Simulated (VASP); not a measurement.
# C4N (P6/mmm) in VASP: a series of runs, part 2 of 2

VASP 6.6.1.

**3. Single point, PBE**

This run uses another cell than the first one, of 11.68 Å³/atom, 1.072 times its volume.

INCAR

```
SYSTEM = C4N
ALGO     = Normal         ! electronic algorithm
EDIFF    = 1E-6           ! SCF threshold, eV
ENCUT    = 520            ! plane-wave cutoff, eV
GGA      = PE             ! functional
ISIF     = 2              ! what is computed and relaxed
ISMEAR   = 0              ! smearing method
LASPH    = .TRUE.         ! aspherical terms in the spheres
LCHARG   = .TRUE.         ! write CHGCAR
LELF     = .TRUE.         ! ELF
LREAL    = .FALSE.        ! projectors in reciprocal space
LVHAR    = .TRUE.       
LWAVE    = .FALSE.        ! write WAVECAR
NBANDS   = 18             ! bands
NELM     = 80             ! most SCF steps
PREC     = Accurate       ! precision mode
SIGMA    = 0.1            ! smearing width, eV
```

KPOINTS

```
k-points
0
G
  12 12 2
  0 0 0
```

POSCAR

```
C4N
1.0
    2.4323396575      0.0000000000      0.0000000000
   -1.2161698287      2.1064679340      0.0000000000
    0.0000000000      0.0000000000     11.3958500019
C N
4 1
Direct
    0.3333333333      0.6666666667      0.6828236160
    0.3333333333      0.6666666667      0.3171763840
    0.6666666667      0.3333333333      0.3171763840
    0.6666666667      0.3333333333      0.6828236160
    0.0000000000      0.0000000000      0.0000000000
```

Potentials or basis: VASP PAW PBE potentials, release 64 (C, N).

Command:

```bash
$ cat potpaw_PBE.64/C/POTCAR potpaw_PBE.64/N/POTCAR > POTCAR
$ mpirun -np 1 vasp_std > vasp.out
```

OUTCAR:

```text
SYSTEM = C4N
   EDIFF = 1E-6
   ENCUT = 520
   GGA = PE
   ISIF = 2
   ISMEAR = 0
   LASPH = .TRUE.
   LREAL = .FALSE.
   NELM = 80
   PREC = Accurate

 ion  position               nearest neighbor table
   1  0.333  0.667  0.683-   4 1.40   4 1.40   4 1.40
   2  0.333  0.667  0.317-   3 1.40   3 1.40   3 1.40
   3  0.667  0.333  0.317-   2 1.40   2 1.40   2 1.40
   4  0.667  0.333  0.683-   1 1.40   1 1.40   1 1.40
   5  0.000  0.000  0.000-
[... 707 lines left out ...]
  Direction    XX          YY          ZZ          XY          YZ          ZX
  --------------------------------------------------------------------------------------
  -------------------------------------------------------------------------------------
  Total        0.1493624      0.1493624      0.0434151      0.0000000      0.0000000     -0.0000000
  in kB        4.0985107      4.0985107      1.1913112      0.0000000      0.0000000     -0.0000000
  external PRESSURE =       3.1294442 kB  Pullay stress =       0.0000000 kB

 VOLUME and BASIS-vectors are now :
 -----------------------------------------------------------------------------
  energy-cutoff  :      520.00
  volume of cell :       58.39
      direct lattice vectors                 reciprocal lattice vectors
     2.432339658  0.000000000  0.000000000     0.411126792  0.237364164  0.000000000
    -1.216169829  2.106467934  0.000000000     0.000000000  0.474728328  0.000000000
     0.000000000  0.000000000 11.395850002     0.000000000  0.000000000  0.087751243

 POSITION                                       TOTAL-FORCE (eV/Angst)
 -----------------------------------------------------------------------------------
     -0.00000      1.40431      7.78136        -0.000000      0.000000      0.000829
     -0.00000      1.40431      3.61449        -0.000000      0.000000     -0.000829
      1.21617      0.70216      3.61449         0.000000     -0.000000     -0.000829
      1.21617      0.70216      7.78136         0.000000     -0.000000      0.000829
      0.00000      0.00000      0.00000         0.000000      0.000000      0.000000
 -----------------------------------------------------------------------------------
    total drift:                                0.000000      0.000000      0.000000

  FREE ENERGIE OF THE ION-ELECTRON SYSTEM (eV)
  ---------------------------------------------------
  free  energy   TOTEN  =       -39.9800978470 eV

  energy  without entropy=      -39.9751104483  energy(sigma->0) =      -39.97760415
```

stdout:

```text
POSCAR found type information on POSCAR C N
 POSCAR found :  2 types and       5 ions
 scaLAPACK will be used
 LDA part: xc-table for (Slater+PW92), standard interpolation
 POSCAR, INCAR and KPOINTS ok, starting setup
 FFT: planning ... GRIDC
 FFT: planning ... GRID_SOFT
 FFT: planning ... GRID
 WAVECAR not read
 entering main loop
```

Wall time 29 s (1 thread of Intel Xeon Platinum 8488C (Sapphire Rapids), shared host); peak memory 0.18 GiB.

Results:

| Property | Result |
| --- | --- |
| Free energy | -39.9801 eV |
| Pressure | 0.3 GPa |

Stress tensor (GPa, compression positive):
```
0.41 0.00 0.00
0.00 0.41 0.00
0.00 0.00 0.12
```

Levels at points of the mesh, in eV from the Fermi level:
```tsv
k point	band 8	band 9	band 10	band 11	band 12	band 13
(0.00, 0.00, 0.00)	-1.87	-1.87	-1.87	2.87	2.87	4.98
(0.50, 0.00, 0.00)	-3.67	-1.31	-1.15	0.18	1.56	2.79
(0.00, 0.00, 0.50)	-1.87	-1.87	-1.87	2.87	2.87	5.22
(0.50, 0.00, 0.50)	-3.67	-1.32	-1.13	0.17	1.56	2.82
```

Caveat: this functional lacks dispersion, which binds the layers, so the pressure and a relaxed spacing across them are unreliable.

**4. Relaxation of cell and atoms, PBE**

INCAR

```
PREC = Accurate ; ENCUT = 600
EDIFF = 1E-6 ; ISMEAR = 0
SIGMA = 0.1 ; LREAL = F
LASPH = T ; NELM = 80
ALGO = Normal ; ISIF = 3
LWAVE = F ; LCHARG = F
GGA = PE ; IBRION = 2
NSW = 90 ; EDIFFG = -0.04
```

KPOINTS

```
Automatic mesh
0
Gamma
  12 12 2
```

POSCAR

```
C4N
1.0
    2.4340897101      0.0000000000      0.0000000000
   -1.2170448550      2.1079835240      0.0000000000
    0.0000000000      0.0000000000     10.6109601553
C N
4 1
Direct
    0.3333333333      0.6666666667      0.6830889795
    0.3333333333      0.6666666667      0.3169110205
    0.6666666667      0.3333333333      0.3169110205
    0.6666666667      0.3333333333      0.6830889795
    0.0000000000      0.0000000000      0.0000000000
```

Command:

```bash
$ cat potpaw_PBE.64/C/POTCAR potpaw_PBE.64/N/POTCAR > POTCAR
$ mpirun -np 1 vasp_std > vasp.out
```

Wall time 1.7 min (1 thread of Intel Xeon Platinum 8488C (Sapphire Rapids), shared host); peak memory 0.19 GiB.

Results (log left out):

| Quantity | Value |
| --- | --- |
| Free energy | -39.9799 eV |
| Relaxed volume | 11.04 Å³/atom |
| Relaxed cell | a = 2.432 Å, b = 2.432 Å, c = 10.777 Å, α = 90.00°, β = 90.00°, γ = 120.00° |
| Space group after relaxing (to 0.05 Å) | P6/mmm (No. 191) |
| Energy gained by relaxing | 0.7 meV/atom |
| Ionic steps | 5 |
| Pressure after relaxing | 0.4 GPa |
| Largest force after relaxing | 0.004 eV/Å |

Forces on the atoms (eV/Å):
```
C    0.000  0.000 -0.004
C    0.000  0.000  0.004
C    0.000  0.000  0.004
C    0.000  0.000 -0.004
N    0.000  0.000  0.000
```

Stress tensor (GPa, compression positive):
```
0.28 0.00 0.00
0.00 0.28 0.00
0.00 0.00 0.56
```

Step by step:
| step | energy change (eV) | largest force (eV/Å) | pressure (GPa) | volume (Å³) |
| --- | --- | --- | --- | --- |
| 1 | 0.0000 | 0.0055 | -0.18 | 54.45 |
| 2 | -0.0003 | 0.0052 | 1.06 | 54.35 |
| 3 | -0.0005 | 0.0054 | 0.56 | 54.39 |
| 4 | -0.0014 | 0.0049 | 0.51 | 54.59 |
| 5 | -0.0037 | 0.0037 | 0.37 | 55.18 |

Final structure:
```
CELL_PARAMETERS angstrom
2.43156 0.00000 0.00000
-1.21578 2.10579 0.00000
0.00000 0.00000 10.77654
ATOMIC_POSITIONS crystal
C 0.33333 0.66667 0.68294
C 0.33333 0.66667 0.31706
C 0.66667 0.33333 0.31706
C 0.66667 0.33333 0.68294
N 0.00000 0.00000 0.00000
```

Levels at points of the mesh, in eV from the Fermi level:
| k point | band 6 | band 7 | band 8 | band 9 | band 10 | band 11 | band 12 | band 13 | band 14 |
| --- | --- | --- | --- | --- | --- | --- | --- | --- | --- |
| (0.00, 0.00, 0.00) | -2.11 | -1.91 | -1.91 | -1.90 | -1.90 | 2.88 | 2.88 | 5.24 | 9.04 |
| (0.50, 0.00, 0.00) | -5.42 | -5.41 | -3.69 | -1.37 | -1.14 | 0.15 | 1.57 | 2.71 | 3.14 |
| (0.00, 0.00, 0.50) | -2.14 | -1.91 | -1.91 | -1.90 | -1.90 | 2.88 | 2.88 | 5.56 | 7.65 |
| (0.50, 0.00, 0.50) | -5.42 | -5.41 | -3.69 | -1.39 | -1.12 | 0.14 | 1.57 | 2.76 | 3.08 |

Caveat: this functional lacks dispersion, which binds the layers, so the pressure and a relaxed spacing across them are unreliable.

**5. Single point, PBE, collinear spin, ferromagnetic start**

This run uses another cell than the first one, of 11.68 Å³/atom, 1.072 times its volume.

INCAR

```
SYSTEM = C4N
  PREC = Accurate
  ENCUT = 520
  EDIFF = 1E-6
  ISMEAR = 0
  SIGMA = 0.1
  LREAL = .FALSE.
  LASPH = .TRUE.
  NELM = 150
  ALGO = Normal
  ISIF = 2
  LWAVE = .FALSE.
  LCHARG = .FALSE.
  ISPIN = 2
  MAGMOM = 1 1 1 1 1
  LORBIT = 11
  GGA = PE
  NBANDS = 22
```

KPOINTS

```
regular mesh
0
G
  12 12 2
  0 0 0
```

POSCAR

```
C4N
1.0
    2.4323396575      0.0000000000      0.0000000000
   -1.2161698287      2.1064679340      0.0000000000
    0.0000000000      0.0000000000     11.3958500019
C N
4 1
Direct
    0.3333333333      0.6666666667      0.6828236160
    0.3333333333      0.6666666667      0.3171763840
    0.6666666667      0.3333333333      0.3171763840
    0.6666666667      0.3333333333      0.6828236160
    0.0000000000      0.0000000000      0.0000000000
```

Command:

```bash
$ cat potpaw_PBE.64/C/POTCAR potpaw_PBE.64/N/POTCAR > POTCAR
$ mpirun -np 1 vasp_std > vasp.out
```

It took 1.9 min on 1 thread of Intel Xeon Platinum 8488C (Sapphire Rapids), shared host; peak memory 0.22 GiB.

It converged, with:

- Free energy: -40.1893 eV
- Pressure: 2.4 GPa
- Largest force: 0.003 eV/Å
- Net moment: 1.14 μB per cell
- Site moments: C +0.00; N +0.79 μB
- Valence electrons inside the program's atomic spheres: C 2.70; N 3.22

Forces in eV/Å, atoms in the order of the input:
```
C    0.000  0.000  0.003
C    0.000  0.000 -0.003
C    0.000  0.000 -0.003
C    0.000  0.000  0.003
N    0.000  0.000  0.000
```

Stress tensor (GPa, compression positive):
```
3.56 0.00 0.00
0.00 3.56 0.00
0.00 0.00 0.07
```

Levels at points of the mesh, in eV from the Fermi level:
Spin up:
```
           k point  band 9  band 10  band 11  band 12  band 13  band 14
(0.00, 0.00, 0.00)   -2.02    -2.02     2.39     2.39     4.79     8.00
(0.50, 0.00, 0.00)   -1.47    -1.31    -1.16     1.10     2.62     2.91
(0.00, 0.00, 0.50)   -2.02    -2.02     2.39     2.39     5.03     6.78
(0.50, 0.00, 0.50)   -1.48    -1.30    -1.16     1.10     2.64     2.89
```
Spin down:
```
           k point  band 8  band 9  band 10  band 11  band 12  band 13
(0.00, 0.00, 0.00)   -2.02   -2.02    -0.83     3.61     3.61     4.83
(0.50, 0.00, 0.00)   -3.20   -1.46    -1.31     1.85     2.25     2.63
(0.00, 0.00, 0.50)   -2.02   -2.02    -0.85     3.61     3.61     5.11
(0.50, 0.00, 0.50)   -3.20   -1.48    -1.29     1.84     2.25     2.73
```

Caveat: this functional lacks dispersion, which binds the layers, so the pressure and a relaxed spacing across them are unreliable.

**6. Single point, PBE, collinear spin, ferromagnetic start**

This run uses another cell than the first one, of 11.84 Å³/atom, 1.087 times its volume.

INCAR

```
  ALGO = Normal
  EDIFF = 1E-6
  ENCUT = 520
  GGA = PE
  ISIF = 2
  ISMEAR = 0
  ISPIN = 2
  LASPH = True
  LCHARG = False
  LORBIT = 11
  LREAL = False
  LWAVE = False
  MAGMOM = 0 0 0 0 1.1
  NBANDS = 22
  NELM = 150
  PREC = Accurate
  SIGMA = 0.1
```

KPOINTS

```
k-points
0
Gamma
  18 18 4
```

POSCAR

```
C4N
1.0
    2.4405083519      0.0000000000      0.0000000000
   -1.2202541759      2.1135422309      0.0000000000
    0.0000000000      0.0000000000     11.4755752598
C N
4 1
Direct
    0.3333333333      0.6666666667      0.6857342521
    0.3333333333      0.6666666667      0.3142657479
    0.6666666667      0.3333333333      0.3142657479
    0.6666666667      0.3333333333      0.6857342521
    0.0000000000      0.0000000000      0.0000000000
```

Potentials or basis: VASP PAW PBE potentials, release 64 (C, N).

Command:

```bash
$ cat potpaw_PBE.64/C/POTCAR potpaw_PBE.64/N/POTCAR > POTCAR
$ mpirun -np 1 vasp_std > vasp.out
```

Run time: 3.7 min. Hardware: 1 thread of Intel Xeon Platinum 8488C (Sapphire Rapids), shared host; peak memory 0.32 GiB.

The run converged. Its results:

```
Free energy                                           : -40.1871 eV
Pressure                                              : 0.2 GPa
Net moment                                            : 1.07 μB per cell
Site moments                                          : C +0.00; N +0.74 μB
Valence electrons inside the program's atomic spheres : C 2.69; N 3.22
```

Stress tensor (GPa, compression positive):
```
 0.39  0.00  0.00
 0.00  0.39  0.00
 0.00  0.00 -0.06
```

Levels at points of the mesh, in eV from the Fermi level:
Spin up:
```csv
k point,band 9,band 10,band 11,band 12,band 13,band 14
"(0.00, 0.00, 0.00)",-2.23,-2.23,2.34,2.34,4.57,7.85
"(0.50, 0.00, 0.00)",-1.63,-1.49,-1.12,1.06,2.45,2.70
"(0.00, 0.00, 0.50)",-2.23,-2.23,2.34,2.34,4.78,6.70
"(0.50, 0.00, 0.50)",-1.64,-1.48,-1.13,1.06,2.47,2.68
```
Spin down:
| k point | band 6 | band 7 | band 8 | band 9 | band 10 | band 11 | band 12 | band 13 | band 14 | band 15 |
| --- | --- | --- | --- | --- | --- | --- | --- | --- | --- | --- |
| (0.00, 0.00, 0.00) | -2.23 | -2.23 | -2.23 | -2.23 | -0.92 | 3.45 | 3.45 | 4.61 | 8.13 | 8.44 |
| (0.50, 0.00, 0.00) | -5.70 | -5.70 | -3.26 | -1.62 | -1.49 | 1.71 | 2.11 | 2.45 | 2.77 | 8.49 |
| (0.00, 0.00, 0.50) | -2.23 | -2.23 | -2.23 | -2.23 | -0.94 | 3.45 | 3.45 | 4.86 | 6.95 | 9.33 |
| (0.50, 0.00, 0.50) | -5.70 | -5.70 | -3.26 | -1.63 | -1.48 | 1.69 | 2.11 | 2.56 | 2.68 | 8.49 |

Caveat: this functional lacks dispersion, which binds the layers, so the pressure and a relaxed spacing across them are unreliable.

**7. The runs side by side**

```tsv
task	spin	cell	k mesh	cutoff (eV)	gap on the mesh (eV)	pressure (GPa)	moment (μB)
single point	off	a = 2.434, b = 2.434, c = 10.611 Å, angles 90.0, 90.0, 120.0°, 5 atoms	6 × 6 × 2	520	none	0.3	-
single point	off	a = 2.432, b = 2.432, c = 11.396 Å, angles 90.0, 90.0, 120.0°, 5 atoms	12 × 12 × 2	520	none	0.3	-
relaxation of cell and atoms	off	relaxed from a = 2.434, b = 2.434, c = 10.611 Å, angles 90.0, 90.0, 120.0°, 5 atoms	12 × 12 × 2	600	none	0.4	-
single point	collinear, ferromagnetic start	a = 2.432, b = 2.432, c = 11.396 Å, angles 90.0, 90.0, 120.0°, 5 atoms	12 × 12 × 2	520	none	2.4	1.14
single point	collinear, ferromagnetic start	a = 2.441, b = 2.441, c = 11.476 Å, angles 90.0, 90.0, 120.0°, 5 atoms	18 × 18 × 4	520	none	0.2	1.07
```

Alike in all rows: level PBE; potentials or basis VASP PAW PBE potentials, release 64 (C, N); smearing gaussian 0.1 eV.

Caveats: some runs use coarse meshes; this functional lacks dispersion, which binds the layers, so the pressure and a relaxed spacing across them are unreliable.

Absolute energies hang on the potentials; compare differences alone.
